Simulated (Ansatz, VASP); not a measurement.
## Pb: VASP beside Ansatz

The input INCAR:

```
PREC = Accurate ; ENCUT = 520
EDIFF = 1E-6 ; ISMEAR = 0
SIGMA = 0.15 ; LREAL = F
LASPH = T ; NELM = 100
ALGO = Fast ; ISIF = 2
LWAVE = F ; LCHARG = F
GGA = PS ; NBANDS = 13
```

The input KPOINTS:

```
regular mesh
0
Gamma
  16 16 16
```

The input POSCAR:

```
Pb
1.0
    0.0000000000      2.5932900000      2.4080550000
    2.5932900000      0.0000000000      2.4080550000
    2.5932900000      2.5932900000      0.0000000000
Pb
1
Direct
    0.0000000000      0.0000000000      0.0000000000
```

Input for Ansatz:

```yaml
crystal:
  lattice:
    - [0.0, 2.59329, 2.408055]
    - [2.59329, 0.0, 2.408055]
    - [2.59329, 2.59329, 0.0]
  atoms:
    - { symbol: Pb, position: [0.0, 0.0, 0.0] }
basis:
  ecutwfc: 420
kpoints:
  mp_grid: { grid: [16, 16, 16] }
hamiltonian:
  xc: pbesol
scf:
  occupations: { method: gaussian, width: 0.15 }
output:
  forces: true
  stress: true
  eigenvalues: true
```

Change from the starting cell: strain +0.050 along x and y, -0.025 along z, atoms carried along.

Alike in both runs: task single point; functional PBEsol; k mesh 16 × 16 × 16; occupations gaussian, width 0.15 eV; no spin polarisation.

```csv
,VASP,Ansatz
version,VASP 6.6.1,Ansatz 0.2.0
potentials or method,"VASP PAW PBE potentials, release 64 (Pb_d), cutoff 520 eV","scalar-relativistic, plane waves, PAW"
valence electrons in the cell,14,14
```

|  | VASP | Ansatz | Ansatz less VASP |
| --- | --- | --- | --- |
| gap on the k mesh at the Fermi level (eV) | none | none | - |
| pressure (GPa) | -3.1 | -3.0 | +0.05 |
| traceless stress, the component that is largest in VASP (GPa) | 0.62 | 0.62 | +0.001 |

VASP's potentials were made for PBE, not for PBEsol. A gap of «none» marks a metal or a gap that the smearing closes. With one functional, cell and mesh, what is left measures potentials, basis and numerics.

Spin-orbit coupling is off throughout.
